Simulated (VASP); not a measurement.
Set up this calculation in VASP 6.6.1, as the native input.

```yaml
Task: single point
Functional: PBE
Potentials_or_basis: VASP PAW PBE potentials, release 64 (Cu, I)
Cutoff: 600 eV
k_mesh: 8 × 8 × 8
Occupations: gaussian, width 0.01 eV
Spin: no spin polarisation
Dipole_correction: no
Further_INCAR_settings: ALGO = Normal; EDIFF = 1e-06; NBANDS = 16
```

The structure of CuI lies in POSCAR:

```
CuI
1.0
    0.0000000000      3.0120428216      3.0120428216
    3.0120428216      0.0000000000      3.0120428216
    3.0120428216      3.0120428216      0.0000000000
Cu I
1 1
Direct
    0.2500000000      0.2500000000      0.2500000000
    0.0000000000      0.0000000000      0.0000000000
```

These files were run (other wordings do the same):

INCAR

```
ALGO = Normal
EDIFF = 1E-6
ENCUT = 600
GGA = PE
GGA_COMPAT = False
ISIF = 2
ISMEAR = 0
LASPH = True
LCHARG = False
LREAL = False
LWAVE = False
NBANDS = 16
NELM = 120
PREC = Accurate
SIGMA = 0.01
```

KPOINTS

```
k-points
0
Gamma
  8 8 8
```

Potentials or basis: VASP PAW PBE potentials, release 64 (Cu, I).

Run with:

```console
$ cat potpaw_PBE.64/Cu/POTCAR potpaw_PBE.64/I/POTCAR > POTCAR
$ mpirun -np 1 vasp_std > vasp.out
```

It gave:

```json
{"Pressure": "1.1 GPa", "Band gap on the k mesh": "1.20 eV"}
```

Caveat: spin-orbit coupling is left out, which moves the levels of the heavy elements.

It took 30 s on 1 thread of Intel(R) Xeon(R) Platinum 8375C CPU @ 2.90GHz (Ice Lake), with other jobs on the host, peak memory 0.21 GiB.
